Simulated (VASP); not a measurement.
# PdPt (Fd-3m) in VASP: notebook

The runs below take PdPt through single point, relaxation of cell and atoms, with LDA.

All numbers are computed with VASP 6.6.1; they aren't measurements. Logs are shortened: lines on timing, memory, paths and dates and some standing lists are left out, and cuts for length are marked.

## Step 1: The cell of the first run

The structure is cubic, space group Fd-3m (No. 227). Conventional cell: a = 7.732 Å, b = 7.732 Å, c = 7.732 Å, α = 90.00°, β = 90.00°, γ = 90.00°. Pd (site symmetry -3m) has 6 Pd at 2.73 Å and 6 Pt at 2.73 Å within 3.6 Å. Pt (site symmetry -3m) has 6 Pd at 2.73 Å and 6 Pt at 2.73 Å within 3.6 Å.

## Step 2: Single point, LDA

File INCAR:

```
SYSTEM = PdPt
  ALGO = Normal
  EDIFF = 1E-6
  ENCUT = 500
  GGA = CA
  GGA_COMPAT = .FALSE.
  ISIF = 2
  ISMEAR = 0
  LASPH = .TRUE.
  LCHARG = .FALSE.
  LREAL = .FALSE.
  LWAVE = .FALSE.
  NBANDS = 50
  NELM = 120
  PREC = Accurate
  SIGMA = 0.05
```

File KPOINTS:

```
k-points
0
G
  5 5 5
  0 0 0
```

File POSCAR:

```
PdPt
1.0
    0.0000000000      3.8657840064      3.8657840064
    3.8657840064      0.0000000000      3.8657840064
    3.8657840064      3.8657840064      0.0000000000
Pd Pt
4 4
Direct
    0.0000000000      0.0000000000      0.0000000000
    0.5000000000      0.0000000000      0.0000000000
    0.5000000000      0.0000000000      0.5000000000
    0.5000000000      0.5000000000      0.0000000000
    0.0000000000      0.0000000000      0.5000000000
    0.0000000000      0.5000000000      0.0000000000
    0.0000000000      0.5000000000      0.5000000000
    0.5000000000      0.5000000000      0.5000000000
```

Potentials or basis: VASP PAW LDA potentials, release 64 (Pd, Pt).

The run is started by

```sh
$ cat potpaw_LDA.64/Pd/POTCAR potpaw_LDA.64/Pt/POTCAR > POTCAR
$ mpirun -np 1 vasp_std > vasp.out
```

OUTCAR:

```text
SYSTEM = PdPt
   EDIFF = 1E-6
   ENCUT = 500
   GGA = CA
   ISIF = 2
   ISMEAR = 0
   LASPH = .TRUE.
   LREAL = .FALSE.
   NELM = 120
   PREC = Accurate

 ion  position               nearest neighbor table
   1  0.000  0.000  0.000-   2 2.73   5 2.73   6 2.73   3 2.73   5 2.73   7 2.73   4 2.73   6 2.73
                             7 2.73   2 2.73   3 2.73   4 2.73
   2  0.500  0.000  0.000-   1 2.73   3 2.73   4 2.73   3 2.73   5 2.73   8 2.73   4 2.73   6 2.73
                             8 2.73   1 2.73   5 2.73   6 2.73
   3  0.500  0.000  0.500-   2 2.73   5 2.73   8 2.73   1 2.73   2 2.73   4 2.73   4 2.73   7 2.73
                             8 2.73   1 2.73   5 2.73   7 2.73
   4  0.500  0.500  0.000-   2 2.73   6 2.73   8 2.73   3 2.73   7 2.73   8 2.73   1 2.73   2 2.73
                             3 2.73   1 2.73   6 2.73   7 2.73
   5  0.000  0.000  0.500-   1 2.73   3 2.73   7 2.73   1 2.73   2 2.73   6 2.73   6 2.73   7 2.73
                             8 2.73   2 2.73   3 2.73   8 2.73
   6  0.000  0.500  0.000-   1 2.73   4 2.73   7 2.73   5 2.73   7 2.73   8 2.73   1 2.73   2 2.73
                             5 2.73   2 2.73   4 2.73   8 2.73
   7  0.000  0.500  0.500-   5 2.73   6 2.73   8 2.73   1 2.73   4 2.73   6 2.73   1 2.73   3 2.73
                             5 2.73   3 2.73   4 2.73   8 2.73
   8  0.500  0.500  0.500-   3 2.73   4 2.73   7 2.73   2 2.73   4 2.73   6 2.73   2 2.73   3 2.73
                             5 2.73   5 2.73   6 2.73   7 2.73

  LATTYP: Found a face centered cubic cell.
 ALAT       =     7.7315680128

  Lattice vectors:

 A1 = (   0.0000000000,   3.8657840064,   3.8657840064)
 A2 = (   3.8657840064,   0.0000000000,   3.8657840064)
 A3 = (   3.8657840064,   3.8657840064,   0.0000000000)

Analysis of symmetry for initial positions (statically):
=====================================================================
 Subroutine PRICEL returns:
 Original cell was already a primitive cell.

 Routine SETGRP: Setting up the symmetry group for a
 face centered cubic supercell.

 Subroutine GETGRP returns: Found 48 space group operations
 (whereof 12 operations were pure point group operations)
 out of a pool of 48 trial point group operations.

The static configuration has the point symmetry D_3d.
 The point group associated with its full space group is O_h .

Analysis of symmetry for dynamics (positions and initial velocities):
=====================================================================
 Subroutine PRICEL returns:
 Original cell was already a primitive cell.

 Routine SETGRP: Setting up the symmetry group for a
 face centered cubic supercell.

[... 110 lines left out ...]
   POTIM  = 0.5000    time-step for ionic-motion
   TEBEG  =    0.0;   TEEND  =   0.0 temperature during run
   PSTRESS=    0.0 pullay stress
   NELECT =      80.0000    total number of electrons
   NUPDOWN=      -1.0000    fix difference up-down
   EMIN   =  10.00;   EMAX   =-10.00  energy-range for DOS
   EFERMI =   0.00;   METHOD = LEGACY
   ISMEAR =     0;   SIGMA  =   0.05  broadening in eV -4-tet -1-fermi 0-gaus
   EFERMI_NEDOS =   21; number of points for ismear=-14 and -15
   IALGO  =     38    algorithm
   IMIX   =      4    mixing-type and parameters
     AMIX     =   0.40;   BMIX     =  1.00
     AMIX_MAG =   1.60;   BMIX_MAG =  1.00
  volume/ion in A,a.u.               =      14.44        97.47
  Fermi-wavevector in a.u.,A,eV,Ry     =   1.448296  2.736882 28.539043  2.097560
  Thomas-Fermi vector in A             =   2.566153
   LORBIT       =      0    0 simple, 1 ext, 2 COOP (PROOUT), +10 PAW based schemes
   GGA     = CA    functional components
   LHFCALC =     F    Hartree Fock is set to
   AEXX    =    0.0000 exact exchange contribution
   IVDW    =     0    specifies the selected vdW correction
   LEPSILON=     F    determine dielectric tensor
   LRPA    =     F    only Hartree local field effects (RPA)
 non-spin polarized calculation
 Gauss-broadening in eV      SIGMA  =   0.05
  energy-cutoff  :      500.00
  volume of cell :      115.54
 maximum number of plane-waves:      2945
   NGX = 19   NGY = 19   NGZ = 19

 number of electron      80.0000008 magnetization

 Free energy of the ion-electron system (eV)
  ---------------------------------------------------
  ext. energy  EPLUGINS =         0.00000000
  ---------------------------------------------------
  free energy    TOTEN  =       -56.29078326 eV

  energy without entropy =      -56.27905088  energy(sigma->0) =      -56.28491707

 E-fermi :  11.0223     XC(G=0): -13.7957

 val. band max:       11.0125553282   @ k =   0.2000   0.0000   0.0000
 cond. band min:      11.0502458112   @ k =   0.4000   0.0000   0.0000
 fundamental gap:      0.0376904830
 Fermi energy:        11.0223023081

 k-point     1 :       0.0000    0.0000    0.0000
  band No.  band energies     occupation
      1       1.6034      2.00000
      2       4.0262      2.00000
      3       4.0805      2.00000
      4       4.0805      2.00000
      5       4.0805      2.00000
      6       4.5683      2.00000
[... 519 lines left out ...]
     49      19.3781      0.00000
     50      19.7056      0.00000

------------------------ aborting loop because EDIFF is reached ----------------------------------------

  FORCE on cell =-STRESS in cart. coord.  units (eV):
  Direction    XX          YY          ZZ          XY          YZ          ZX
  --------------------------------------------------------------------------------------
  -------------------------------------------------------------------------------------
  Total        0.4263240      0.4263240      0.4263240     -0.0000000      0.0000000     -0.0000000
  in kB        5.9116353      5.9116353      5.9116353     -0.0000000      0.0000000     -0.0000000
  external PRESSURE =       5.9116353 kB  Pullay stress =       0.0000000 kB

 VOLUME and BASIS-vectors are now :
 -----------------------------------------------------------------------------
  energy-cutoff  :      500.00
  volume of cell :      115.54
      direct lattice vectors                 reciprocal lattice vectors
     0.000000000  3.865784006  3.865784006    -0.129339870  0.129339870  0.129339870
     3.865784006  0.000000000  3.865784006     0.129339870 -0.129339870  0.129339870
     3.865784006  3.865784006  0.000000000     0.129339870  0.129339870 -0.129339870

 POSITION                                       TOTAL-FORCE (eV/Angst)
 -----------------------------------------------------------------------------------
      0.00000      0.00000      0.00000         0.000000     -0.000000      0.000000
      0.00000      1.93289      1.93289        -0.000000     -0.000000     -0.000000
      1.93289      3.86578      1.93289         0.000000      0.000000      0.000000
      1.93289      1.93289      3.86578         0.000000     -0.000000     -0.000000
      1.93289      1.93289      0.00000         0.000000     -0.000000     -0.000000
      1.93289      0.00000      1.93289         0.000000      0.000000     -0.000000
      3.86578      1.93289      1.93289         0.000000      0.000000     -0.000000
      3.86578      3.86578      3.86578         0.000000      0.000000     -0.000000
 -----------------------------------------------------------------------------------
    total drift:                                0.000000     -0.000000      0.000000

  FREE ENERGIE OF THE ION-ELECTRON SYSTEM (eV)
  ---------------------------------------------------
  free  energy   TOTEN  =       -56.2907832560 eV

  energy  without entropy=      -56.2790508790  energy(sigma->0) =      -56.28491707
```

stdout:

```text
POSCAR found type information on POSCAR PdPt
 POSCAR found :  2 types and       8 ions
 scaLAPACK will be used
 LDA part: xc-table for (Slater(with rela. corr.)+CA(PZ))
 , standard interpolation
 POSCAR, INCAR and KPOINTS ok, starting setup
 FFT: planning ... GRIDC
 FFT: planning ... GRID_SOFT
 FFT: planning ... GRID
 WAVECAR not read
 entering main loop
```

Wall time 33 s (1 thread of Intel Xeon 6975P-C (Granite Rapids), shared host); peak memory 0.21 GiB.

What came out:

```yaml
Free_energy: -56.2908 eV
Pressure: 0.6 GPa
Band_gap_on_the_k_mesh: zero (bands 40 and 41 overlap by 0.58 eV)
```

Caveat: spin-orbit coupling is left out, which moves the levels of the heavy elements.

## Step 3: Relaxation of cell and atoms, LDA

This run uses another cell than the first one, of 14.89 Å³/atom.

File INCAR:

```
  PREC = Accurate
  ENCUT = 500
  EDIFF = 1E-7
  ISMEAR = 0
  SIGMA = 0.05
  LREAL = False
  LASPH = True
  NELM = 120
  ALGO = Normal
  ISIF = 3
  LWAVE = False
  LCHARG = False
  GGA = CA
  IBRION = 2
  NSW = 80
  EDIFFG = -0.02
  GGA_COMPAT = False
  NELMIN = 4
```

File KPOINTS:

```
Automatic mesh
0
Gamma
  5 5 5
```

Edit POSCAR of step 2 so:

```diff
@@ -2,5 +2,5 @@
 1.0
-    0.0000000000      3.8657840064      3.8657840064
-    3.8657840064      0.0000000000      3.8657840064
-    3.8657840064      3.8657840064      0.0000000000
+    0.0000000000      3.9050000000      3.9050000000
+    3.9050000000      0.0000000000      3.9050000000
+    3.9050000000      3.9050000000      0.0000000000
 Pd Pt
```

Potentials or basis: VASP PAW LDA potentials, release 64 (Pd, Pt).

The run is started by

```sh
$ cat potpaw_LDA.64/Pd/POTCAR potpaw_LDA.64/Pt/POTCAR > POTCAR
$ mpirun -np 1 vasp_std > vasp.out
```

Wall time 84 s (1 thread of Intel Xeon 6975P-C (Granite Rapids), shared host); peak memory 0.23 GiB.

It converged, with:

| Item | Value |
| --- | --- |
| Free energy | -56.2935 eV |
| Relaxed volume | 14.48 Å³/atom |
| Relaxed cell | a = 5.472 Å, b = 5.472 Å, c = 5.472 Å, α = 60.00°, β = 60.00°, γ = 60.00° |
| Space group after relaxing (to 0.1 Å) | Fd-3m (No. 227) |
| Energy gained by relaxing | 9.1 meV/atom |
| Ionic steps | 3 |
| Pressure after relaxing | -0.1 GPa |
| Band gap on the k mesh | zero (bands 40 and 41 overlap by 0.58 eV) |

The path:
```tsv
step	energy change (eV)	largest force (eV/Å)	pressure (GPa)	volume (Å³)
1	0.0000	0.0000	-6.92	119.09
2	0.3784	0.0000	20.95	108.36
3	-0.0732	0.0000	-0.14	115.86
```

Final structure:
```cif
data_structure
_symmetry_space_group_name_H-M 'P 1'
_symmetry_Int_Tables_number 1
_cell_length_a 5.4720
_cell_length_b 5.4720
_cell_length_c 5.4720
_cell_angle_alpha 60.000
_cell_angle_beta 60.000
_cell_angle_gamma 60.000
_cell_volume 115.86
loop_
_atom_site_label
_atom_site_type_symbol
_atom_site_fract_x
_atom_site_fract_y
_atom_site_fract_z
_atom_site_occupancy
Pd1 Pd 0.00000 0.00000 0.00000 1
Pd2 Pd 0.50000 0.00000 0.00000 1
Pd3 Pd 0.50000 0.00000 0.50000 1
Pd4 Pd 0.50000 0.50000 0.00000 1
Pt1 Pt 0.00000 0.00000 0.50000 1
Pt2 Pt 0.00000 0.50000 0.00000 1
Pt3 Pt 0.00000 0.50000 0.50000 1
Pt4 Pt 0.50000 0.50000 0.50000 1
```

Levels at points of the mesh, in eV from the Fermi level:
```csv
k point,band 37,band 38,band 39,band 40,band 41,band 42
"(0.00, 0.00, 0.00)",0.07,0.07,0.07,0.38,0.38,0.38
```

Caveat: spin-orbit coupling is left out, which moves the levels of the heavy elements.
